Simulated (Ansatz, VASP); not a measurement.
# InP: VASP beside Ansatz

```
In P
1.0
     0.00000    2.79183    2.79183
     2.79183    0.00000    2.79183
     2.79183    2.79183    0.00000
In P
1 1
Direct
  0.00000 0.00000 0.00000
  0.50000 0.50000 0.50000
```

Alike in both runs: task single point; functional RPBE; k mesh 8 × 8 × 8; occupations gaussian, width 0.05 eV; no spin polarisation.

|  | VASP | Ansatz |
| --- | --- | --- |
| version | VASP 6.6.1 | Ansatz 0.2.0 |
| potentials or method | VASP PAW PBE potentials, release 64 (In_d, P), cutoff 500 eV | scalar-relativistic, plane waves, PAW |
| valence electrons in the cell | 18 | 18 |

```tsv
	VASP	Ansatz	Ansatz less VASP
gap on the k mesh at the Fermi level (eV)	none	none	-
pressure (GPa)	-0.1	0.0	+0.07
```

VASP's potentials were made for PBE, not for RPBE. A gap of «none» marks a metal or a gap that the smearing closes.
